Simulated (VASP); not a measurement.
TePb:

```
CELL_PARAMETERS angstrom
0.00000 3.24555 3.24555
3.24555 0.00000 3.24555
3.24555 3.24555 0.00000
ATOMIC_POSITIONS crystal
Te 0.00000 0.00000 0.00000
Pb 0.50000 0.50000 0.50000
```

Base run:

```yaml
Program: VASP 6.6.1
Functional: PBE
Potentials_or_basis: VASP PAW PBE potentials, release 64 (Te, Pb_d)
Cutoff: 520 eV
k_mesh: 6 × 6 × 6
Occupations: gaussian, width 0.01 eV
Spin: no spin polarisation
```

Its results: band gap on the k mesh 0.76 eV, direct; pressure 1.4 GPa.

The run is repeated on the same cell with these changes: functional from PBE to r2SCAN. What comes out?

Band gap on the k mesh 1.05 eV, direct; pressure 0.9 GPa.

r2SCAN gives the wider gap, since meta-GGAs in the generalised Kohn-Sham scheme recover part of the derivative discontinuity.

Caveats: spin-orbit coupling is left out, which moves the levels of the heavy elements; the PAW data sets were made with another functional, which shifts forces and pressure a little (some runs).

A k mesh can miss the band edges.
